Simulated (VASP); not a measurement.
# TiAl (P-6m2) in VASP: a series of runs

Aim: see how the results for TiAl move with the level of theory and the settings. Levels: PBEsol, r2SCAN. Tasks: single point.

All numbers are computed with VASP 6.6.1; they aren't measurements. Logs are shortened: lines on timing, memory, paths and dates and some standing lists are left out, and cuts for length are marked.

**1. The cell of the first run**

It takes space group P-6m2 (No. 187, hexagonal). The conventional cell has a = 2.809 Å, b = 2.809 Å, c = 4.583 Å, α = 90.00°, β = 90.00°, γ = 120.00°. Ti (site symmetry -6m2) has 6 Al at 2.81 Å and 6 Ti at 2.81 Å within 3.7 Å. Within 3.7 Å of Al (site symmetry -6m2) lie 6 Ti at 2.81 Å and 6 Al at 2.81 Å.

**2. Single point, PBEsol**

File INCAR:

```
SYSTEM = TiAl
PREC = Accurate
ENCUT = 520
EDIFF = 1E-6
ISMEAR = -1
SIGMA = 0.05
LREAL = .False.
LASPH = .True.
NELM = 80
ALGO = Normal
ISIF = 2
LWAVE = .False.
LCHARG = .True.
GGA = PS
LELF = .True.
LVHAR = .True.
NBANDS = 14
```

File KPOINTS:

```
regular mesh
0
Gamma
  11 11 6
  0 0 0
```

File POSCAR:

```
TiAl
1.0
    2.8087302532      0.0000000000      0.0000000000
   -1.4043651265      2.4324317516      0.0000000000
    0.0000000000      0.0000000000      4.5825851222
Ti Al
1 1
Direct
    0.0000000000      0.0000000000      0.0000000000
    0.3333333333      0.6666666667      0.5000000000
```

Potentials or basis: VASP PAW PBE potentials, release 64 (Ti_sv, Al).

The run is started by

```console
$ cat potpaw_PBE.64/Ti_sv/POTCAR potpaw_PBE.64/Al/POTCAR > POTCAR
$ mpirun -np 1 vasp_std > vasp.out
```

OUTCAR:

```text
SYSTEM = TiAl
   PREC = Accurate
   ENCUT = 520
   EDIFF = 1E-6
   ISMEAR = -1
   LREAL = .False.
   LASPH = .True.
   NELM = 80
   ISIF = 2
   GGA = PS

 ion  position               nearest neighbor table
   1  0.000  0.000  0.000-   2 2.81   2 2.81   2 2.81   2 2.81   2 2.81   2 2.81
   2  0.333  0.667  0.500-   1 2.81   1 2.81   1 2.81   1 2.81   1 2.81   1 2.81

  LATTYP: Found a hexagonal cell.
 ALAT       =     2.8087302532
 C/A-ratio  =     1.6315504549

  Lattice vectors:

 A1 = (   2.8087302532,   0.0000000000,   0.0000000000)
 A2 = (  -1.4043651265,   2.4324317516,   0.0000000000)
 A3 = (   0.0000000000,   0.0000000000,   4.5825851222)

Analysis of symmetry for initial positions (statically):
=====================================================================
 Subroutine PRICEL returns:
 Original cell was already a primitive cell.

 Routine SETGRP: Setting up the symmetry group for a
 hexagonal supercell.

 Subroutine GETGRP returns: Found 12 space group operations
 (whereof 12 operations were pure point group operations)
 out of a pool of 24 trial point group operations.

The static configuration has the point symmetry D_3h.

Analysis of symmetry for dynamics (positions and initial velocities):
=====================================================================
 Subroutine PRICEL returns:
 Original cell was already a primitive cell.

 Routine SETGRP: Setting up the symmetry group for a
 hexagonal supercell.

 Subroutine GETGRP returns: Found 12 space group operations
 (whereof 12 operations were pure point group operations)
 out of a pool of 24 trial point group operations.

The dynamic configuration has the point symmetry D_3h.

 Subroutine INISYM returns: Found 12 space group operations
 (whereof 12 operations are pure point group operations),
 and found     1 'primitive' translations

----------------------------------------------------------------------------------------

                                     Primitive cell

  volume of cell :      31.3084

  direct lattice vectors                    reciprocal lattice vectors
     2.808730253  0.000000000  0.000000000     0.356032766  0.205555613  0.000000000
    -1.404365126  2.432431752  0.000000000     0.000000000  0.411111226  0.000000000
     0.000000000  0.000000000  4.582585122     0.000000000  0.000000000  0.218217441

  length of vectors
     2.808730253  2.808730253  4.582585122     0.411111226  0.411111226  0.218217441

  position of ions in fractional coordinates (direct lattice)
     0.000000000  0.000000000  0.000000000
     0.333333333  0.666666667  0.500000000

  ion indices of the primitive-cell ions
   primitive index   ion index
                 1           1
                 2           2

----------------------------------------------------------------------------------------

 KPOINTS: regular mesh

Automatic generation of k-mesh.
 Grid dimensions read from file:
 generate k-points for:   11   11    6

 Generating k-lattice:

  Cartesian coordinates                     Fractional coordinates (reciprocal lattice)
     0.032366615  0.018686874  0.000000000     0.090909091 -0.000000000  0.000000000
     0.000000000  0.037373748  0.000000000     0.000000000  0.090909091  0.000000000
     0.000000000  0.000000000  0.036369574     0.000000000  0.000000000  0.166666667

  Length of vectors
     0.037373748  0.037373748  0.036369574

  Shift w.r.t. Gamma in fractional coordinates (k-lattice)
     0.000000000  0.000000000  0.000000000

 Subroutine IBZKPT returns following result:
 ===========================================

 Found     64 irreducible k-points:

 Following reciprocal coordinates:
            Coordinates               Weight
  0.000000  0.000000  0.000000      1.000000
  0.090909 -0.000000  0.000000      6.000000
  0.181818  0.000000  0.000000      6.000000
  0.272727  0.000000  0.000000      6.000000
  0.363636 -0.000000  0.000000      6.000000
  0.454545 -0.000000  0.000000      6.000000
[... 16 lines left out ...]
  0.090909  0.090909  0.166667     12.000000
  0.181818  0.090909  0.166667     24.000000
 [... further k-points ...]
   k-points           NKPTS =     64   k-points in BZ     NKDIM =     64   number of bands    NBANDS=     14
   number of dos      NEDOS =    301   number of ions     NIONS =      2
   total plane-waves  NPLWV =  20736
   dimension x,y,z NGX =    24 NGY =   24 NGZ =   36
   dimension x,y,z NGXF=    48 NGYF=   48 NGZF=   72
   ions per type =               1   1
   NGX,Y,Z   is equivalent  to a cutoff of  14.21, 14.21, 13.06 a.u.
   NGXF,Y,Z  is equivalent  to a cutoff of  28.41, 28.41, 26.12 a.u.
 SYSTEM =  TiAl
   PREC   = accura    normal or accurate (medium, high low for compatibility)
   ISTART =      0    job   : 0-new  1-cont  2-samecut
   ICHARG =      2    charge: 1-file 2-atom 10-const
   ISPIN  =      1    spin polarized calculation?
   LNONCOLLINEAR =      F non collinear calculations
   LSORBIT =      F    spin-orbit coupling
   LASPH  =      T    aspherical Exc in radial PAW
   ENCUT  =  520.0 eV  38.22 Ry    6.18 a.u.   5.22  5.22  8.52*2*pi/ulx,y,z
   NELM   =     80;   NELMIN=  2; NELMDL= -5     # of ELM steps
   EDIFF  = 0.1E-05   stopping-criterion for ELM
   LREAL  =      F    real-space projection
   EDIFFG = 0.1E-04   stopping-criterion for IOM
   NSW    =      0    number of steps for IOM
   IBRION =     -1    ionic relax: 0-MD 1-quasi-New 2-CG
   NFREE  =      0    steps in history (QN), initial steepest desc. (CG)
   ISIF   =      2    stress and relaxation
   ISYM   =      2    0-nonsym 1-usesym 2-fastsym
   POTIM  = 0.5000    time-step for ionic-motion
   TEBEG  =    0.0;   TEEND  =   0.0 temperature during run
   PSTRESS=    0.0 pullay stress
   NELECT =      15.0000    total number of electrons
   NUPDOWN=      -1.0000    fix difference up-down
   EMIN   =  10.00;   EMAX   =-10.00  energy-range for DOS
   EFERMI =   0.00;   METHOD = LEGACY
   ISMEAR =    -1;   SIGMA  =   0.05  broadening in eV -4-tet -1-fermi 0-gaus
   EFERMI_NEDOS =   21; number of points for ismear=-14 and -15
   IALGO  =     38    algorithm
   IMIX   =      4    mixing-type and parameters
     AMIX     =   0.40;   BMIX     =  1.00
     AMIX_MAG =   1.60;   BMIX_MAG =  1.00
  volume/ion in A,a.u.               =      15.65       105.64
  Fermi-wavevector in a.u.,A,eV,Ry     =   1.281007  2.420752 22.326874  1.640979
  Thomas-Fermi vector in A             =   2.413402
   LORBIT       =      0    0 simple, 1 ext, 2 COOP (PROOUT), +10 PAW based schemes
   GGA     = PS    functional components
   LHFCALC =     F    Hartree Fock is set to
   AEXX    =    0.0000 exact exchange contribution
   IVDW    =     0    specifies the selected vdW correction
   LEPSILON=     F    determine dielectric tensor
   LRPA    =     F    only Hartree local field effects (RPA)
 non-spin polarized calculation
  energy-cutoff  :      520.00
  volume of cell :       31.31
 maximum number of plane-waves:       854
 NGX is ok and might be reduce to    24
   NGX = 11   NGY = 11   NGZ = 17

 number of electron      15.0000003 magnetization

 Free energy of the ion-electron system (eV)
  ---------------------------------------------------
  ext. energy  EPLUGINS =         0.00000000
  ---------------------------------------------------
  free energy    TOTEN  =       -12.92503604 eV

  energy without entropy =      -12.90305357  energy(sigma->0) =      -12.91404481

 E-fermi :   8.3985     XC(G=0): -11.2990

 val. band max:        8.3984440491   @ k =   0.1818   0.0000   0.5000
 cond. band min:       8.4031433820   @ k =   0.3636   0.2727   0.3333
 fundamental gap:      0.0046993329
 Fermi energy:         8.3985191566

 k-point     1 :       0.0000    0.0000    0.0000
  band No.  band energies     occupation
      1     -47.7398      2.00000
      2     -24.1733      2.00000
      3     -23.6790      2.00000
      4     -23.6790      2.00000
      5      -0.7999      2.00000
      6       6.0365      2.00000
      7       6.5680      2.00000
      8       9.7638      0.00000
      9       9.7638      0.00000
     10      11.3864      0.00000
     11      11.3864      0.00000
     12      12.6262      0.00000
     13      21.7614      0.00000
     14      21.7614      0.00000

 k-point     2 :       0.0909   -0.0000    0.0000
  band No.  band energies     occupation
      1     -47.7300      2.00000
      2     -24.1639      2.00000
      3     -23.7373      2.00000
      4     -23.6920      2.00000
      5      -0.5853      2.00000
      6       6.2718      2.00000
      7       6.5834      2.00000
      8       9.5522      0.00000
      9       9.9454      0.00000
     10      11.3236      0.00000
     11      11.4330      0.00000
     12      12.6777      0.00000
     13      19.2770      0.00000
     14      20.4574      0.00000

 k-point     3 :       0.1818    0.0000    0.0000
  band No.  band energies     occupation
      1     -47.7039      2.00000
      2     -24.1386      2.00000
      3     -23.8920      2.00000
      4     -23.7268      2.00000
      5       0.0483      2.00000
      6       6.6229      2.00000
      7       6.8775      2.00000
      8       9.0667      0.00000
      9      10.4608      0.00000
     10      11.1589      0.00000
     11      11.5902      0.00000
     12      12.7955      0.00000
     13      16.2583      0.00000
     14      19.0773      0.00000
[... 324 lines left out ...]
 k-point    23 :       0.0909    0.0909    0.1667
  band No.  band energies     occupation
      1     -47.7120      2.00000
      2     -24.1479      2.00000
      3     -23.8401      2.00000
      4     -23.7195      2.00000
      5       0.0064      2.00000
      6       5.4429      2.00000
      7       7.5736      2.00000
      8       9.1953      0.00000
      9      10.3140      0.00000
     10      11.1061      0.00000
     11      11.1441      0.00000
     12      13.7129      0.00000
     13      17.6756      0.00000
     14      18.3002      0.00000

 k-point    24 :       0.1818    0.0909    0.1667
  band No.  band energies     occupation
      1     -47.6817      2.00000
      2     -24.1184      2.00000
      3     -24.0078      2.00000
      4     -23.7687      2.00000
      5       0.8169      2.00000
      6       5.9721      2.00000
      7       7.8268      1.99998
      8       8.7064      0.00422
      9      10.8079      0.00000
     10      10.9679      0.00000
     11      11.0737      0.00000
     12      13.9199      0.00000
     13      15.4069      0.00000
     14      16.9802      0.00000

 [... further k-points ...]
[... 5 lines left out ...]
  --------------------------------------------------------------------------------------
  -------------------------------------------------------------------------------------
  Total        0.8400846      0.8400846      0.7795747      0.0000000     -0.0000000      0.0000000
  in kB       42.9904892     42.9904892     39.8939539      0.0000000     -0.0000000      0.0000000
  external PRESSURE =      41.9583107 kB  Pullay stress =       0.0000000 kB

 VOLUME and BASIS-vectors are now :
 -----------------------------------------------------------------------------
  energy-cutoff  :      520.00
  volume of cell :       31.31
      direct lattice vectors                 reciprocal lattice vectors
     2.808730253  0.000000000  0.000000000     0.356032766  0.205555613  0.000000000
    -1.404365126  2.432431752  0.000000000     0.000000000  0.411111226  0.000000000
     0.000000000  0.000000000  4.582585122     0.000000000  0.000000000  0.218217441

 POSITION                                       TOTAL-FORCE (eV/Angst)
 -----------------------------------------------------------------------------------
      0.00000      0.00000      0.00000         0.000000      0.000000      0.000000
     -0.00000      1.62162      2.29129        -0.000000      0.000000      0.000000
 -----------------------------------------------------------------------------------
    total drift:                                0.000000     -0.000000      0.000000

  FREE ENERGIE OF THE ION-ELECTRON SYSTEM (eV)
  ---------------------------------------------------
  free  energy   TOTEN  =       -12.9250360403 eV

  energy  without entropy=      -12.9030535749  energy(sigma->0) =      -12.91404481
```

It took 11 s on 1 thread of Intel Xeon 6975P-C (Granite Rapids), shared host; peak memory 0.17 GiB.

Results:

* Free energy: -12.9250 eV
* Pressure: 4.2 GPa

Caveat: the PAW data sets were made with another functional, which shifts forces and pressure a little.

**3. Single point, PBEsol**

This run uses another cell than the first one, of 17.65 Å³/atom, 1.128 times its volume.

INCAR: that of step 2 with these lines changed.

```diff
@@ -8,3 +8,3 @@
 LASPH = .True.
-NELM = 80
+NELM = 100
 ALGO = Normal
```

KPOINTS is that of step 2.

File POSCAR:

```
TiAl
1.0
    2.9234973377      0.0000000000      0.0000000000
   -1.4617486688      2.5318229623      0.0000000000
    0.0000000000      0.0000000000      4.7698334112
Ti Al
1 1
Direct
    0.0000000000      0.0000000000      0.0000000000
    0.3333333333      0.6666666667      0.5000000000
```

Potentials or basis: VASP PAW PBE potentials, release 64 (Ti_sv, Al).

The run is started by

```console
$ cat potpaw_PBE.64/Ti_sv/POTCAR potpaw_PBE.64/Al/POTCAR > POTCAR
$ mpirun -np 1 vasp_std > vasp.out
```

Run time: 12 s. Hardware: 1 thread of Intel Xeon 6975P-C (Granite Rapids), shared host; peak memory 0.17 GiB.

It converged, with:

```yaml
Free_energy: -12.8622 eV
Pressure: -8.1 GPa
```

Stress tensor (GPa, compression positive):
```
-7.28  0.00  0.00
 0.00 -7.28  0.00
 0.00  0.00 -9.64
```

Levels at points of the mesh, in eV from the Fermi level:
```
           k point  band 5  band 6  band 7  band 8  band 9  band 10
(0.00, 0.00, 0.00)   -8.61   -2.22   -1.76    1.22    1.22     2.58
(0.00, 0.00, 0.50)   -7.76   -5.11   -0.37    1.23    1.23     2.52
```

Caveat: the PAW data sets were made with another functional, which shifts forces and pressure a little.

**4. Single point, r2SCAN**

This run uses another cell than the first one, of 16.32 Å³/atom, 1.043 times its volume.

File POSCAR:

```
TiAl
1.0
    2.8480182822      0.0000000000      0.0000000000
   -1.4240091410      2.4664561828      0.0000000000
    0.0000000000      0.0000000000      4.6466855238
Ti Al
1 1
Direct
    0.0000000000      0.0000000000      0.0000000000
    0.3333333333      0.6666666667      0.5000000000
```

File INCAR.step1:

```
SYSTEM = TiAl
  ALGO = Normal
  EDIFF = 1E-4
  ENCUT = 520
  GGA = PE
  ISMEAR = -1
  LASPH = .True.
  LCHARG = .False.
  LREAL = .False.
  LWAVE = .True.
  NBANDS = 14
  NELM = 60
  PREC = Accurate
  SIGMA = 0.05
```

File INCAR.step2:

```
SYSTEM = TiAl
  ALGO = Normal
  EDIFF = 1E-6
  ENCUT = 520
  ISIF = 2
  ISMEAR = -1
  ISTART = 1
  LASPH = .True.
  LCHARG = .False.
  LMIXTAU = .True.
  LREAL = .False.
  LWAVE = .False.
  METAGGA = R2SCAN
  NBANDS = 14
  NELM = 60
  PREC = Accurate
  SIGMA = 0.05
```

File KPOINTS:

```
k-points
0
Gamma
  11 11 6
  0 0 0
```

The run is started by

```console
$ cat potpaw_PBE.64/Ti_sv/POTCAR potpaw_PBE.64/Al/POTCAR > POTCAR
$ cp INCAR.step1 INCAR
$ mpirun -np 1 vasp_std > vasp.out
$ cp INCAR.step2 INCAR
$ mpirun -np 1 vasp_std > vasp.out
```

Run time: 47 s. Hardware: 1 thread of Intel Xeon 6975P-C (Granite Rapids), shared host; peak memory 0.18 GiB.

Results (log left out):

```
Free energy : -20.2382 eV
Pressure    : 1.3 GPa
```

Stress tensor (GPa, compression positive):
```
1.98 0.00 0.00
0.00 1.98 0.00
0.00 0.00 0.04
```

Levels at points of the mesh, in eV from the Fermi level:
```tsv
k point	band 4	band 5	band 6	band 7	band 8	band 9	band 10	band 11
(0.00, 0.00, 0.00)	-33.62	-9.51	-2.43	-2.06	1.48	1.48	3.16	3.16
(0.00, 0.00, 0.50)	-33.62	-8.56	-5.65	-0.42	1.49	1.49	3.08	3.08
```

Caveat: the PAW data sets were made with another functional, which shifts forces and pressure a little.

**5. Summary**

| level | cell | gap on the mesh (eV) | pressure (GPa) |
| --- | --- | --- | --- |
| PBEsol | a = 2.809, b = 2.809, c = 4.583 Å, angles 90.0, 90.0, 120.0°, 2 atoms | none | 4.2 |
| PBEsol | a = 2.923, b = 2.923, c = 4.770 Å, angles 90.0, 90.0, 120.0°, 2 atoms | none | -8.1 |
| r2SCAN | a = 2.848, b = 2.848, c = 4.647 Å, angles 90.0, 90.0, 120.0°, 2 atoms | none | 1.3 |

Alike in all rows: task single point; potentials or basis VASP PAW PBE potentials, release 64 (Ti_sv, Al); no spin polarisation; k mesh 11 × 11 × 6; cutoff (eV) 520; smearing fermi-dirac 0.05 eV.

Caveats: the PAW data sets were made with another functional, which shifts forces and pressure a little.

Total energies depend on the potentials used, so only differences within one code and one set of settings carry meaning.
